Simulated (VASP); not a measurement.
A run of VASP 6.6.1 is set up as follows.

File INCAR:

```
SYSTEM = CoOs
  PREC = Accurate
  ENCUT = 520
  EDIFF = 1E-6
  ISMEAR = -1
  SIGMA = 0.1
  LREAL = .FALSE.
  LASPH = .TRUE.
  NELM = 150
  ALGO = Normal
  ISIF = 2
  LWAVE = .FALSE.
  LCHARG = .TRUE.
  ISPIN = 2
  MAGMOM = 2 0
  LORBIT = 11
  LMAXMIX = 4
  GGA = PS
  LELF = .TRUE.
  LVHAR = .TRUE.
  NBANDS = 20
```

KPOINTS

```
regular mesh
0
G
  14 14 8
  0 0 0
```

File POSCAR:

```
CoOs
1.0
    2.7064262465      0.0000000000      0.0000000000
   -1.3532131233      2.3438338830      0.0000000000
    0.0000000000      0.0000000000      4.1707284359
Co Os
1 1
Direct
    0.6666666667      0.3333333333      0.5000000000
    0.3333333333      0.6666666667      0.0000000000
```

Potentials or basis: VASP PAW PBE potentials, release 64 (Co, Os).

Launch:

```bash
$ cat potpaw_PBE.64/Co/POTCAR potpaw_PBE.64/Os/POTCAR > POTCAR
$ mpirun -np 1 vasp_std > vasp.out
```

**Question.** Predict the site moments.

**Answer.** Co +0.93; Os -0.03 μB.

**Question.** What does it give for the net moment?

**Answer.** 0.89 μB per cell.

Stress tensor (GPa, compression positive):
```
-22.72   0.00   0.00
  0.00 -22.72   0.00
  0.00   0.00 -22.21
```

Caveat: the cell stands under tension; the PAW data sets were made with another functional, which shifts forces and pressure a little.
